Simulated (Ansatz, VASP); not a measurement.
**Two plane-wave programs on Ga**

INCAR

```
ALGO = Fast
EDIFF = 1E-6
EDIFFG = -0.01
ENCUT = 600
GGA = PS
IBRION = 2
ISIF = 3
ISMEAR = -1
LASPH = T
LCHARG = F
LREAL = F
LWAVE = F
NELM = 60
NSW = 60
PREC = Accurate
SIGMA = 0.05
```

Contents of KPOINTS:

```
k-points
0
Gamma
  10 8 7
```

The input POSCAR:

```
Ga
1.0
    2.7784220849      0.0000000000      0.0000000000
    0.0000000000      3.2816087900      0.0000000000
   -1.3434310986      0.0000000000      3.9902731763
Ga
2
Direct
    0.1345962700      0.7500000000      0.7701668300
    0.8654037300      0.2500000000      0.2298331700
```

input.yaml

```yaml
crystal:
  lattice:
    - [2.7784220849, 0.0, 0.0]
    - [0.0, 3.28160879, 0.0]
    - [-1.3434310986, 0.0, 3.9902731763]
  atoms:
    - { symbol: Ga, position: [0.13459627, 0.75, 0.77016683] }
    - { symbol: Ga, position: [0.86540373, 0.25, 0.22983317] }
hamiltonian:
  xc: pbesol
  pseudopotentials: { kind: paw }
kpoints:
  mp_grid: { grid: [10, 8, 7] }
scf:
  occupations: { method: fermi_dirac, width: 0.05 }
output:
  forces: true
  stress: true
  eigenvalues: true
relax:
  f_tol: 0.01
  max_steps: 40
  cell: { stress_tol: 0.05 }
```

Alike in both runs: task relaxation of cell and atoms; functional PBEsol; k mesh 10 × 8 × 7; occupations fermi-dirac, width 0.05 eV; no spin polarisation.

|  | VASP | Ansatz |
| --- | --- | --- |
| version | VASP 6.6.1 | Ansatz 0.2.0 |
| potentials or method | VASP PAW PBE potentials, release 64 (Ga_d) | Ansatz PAW |
| plane-wave cutoff (eV) | 600 | 420 |
| valence electrons in the cell | 26 | 26 |

|  | VASP | Ansatz | Ansatz less VASP |
| --- | --- | --- | --- |
| gap on the k mesh at the Fermi level, each at its own relaxed structure (eV) | none | none | - |
| relaxed volume (Å³/atom) | 17.97 | 17.97 | -0.001 |
| relaxed length of the cell vector where the two differ most in proportion (Å) | 3.190 | 3.193 | +0.0029 |

VASP's potentials were made for PBE, not for PBEsol. A gap of «none» marks a metal or a gap that the smearing closes.

Noted on Ansatz's run: the plane-wave basis is chosen anew once the cell has moved, so the energies of steps on either side of that aren't comparable.
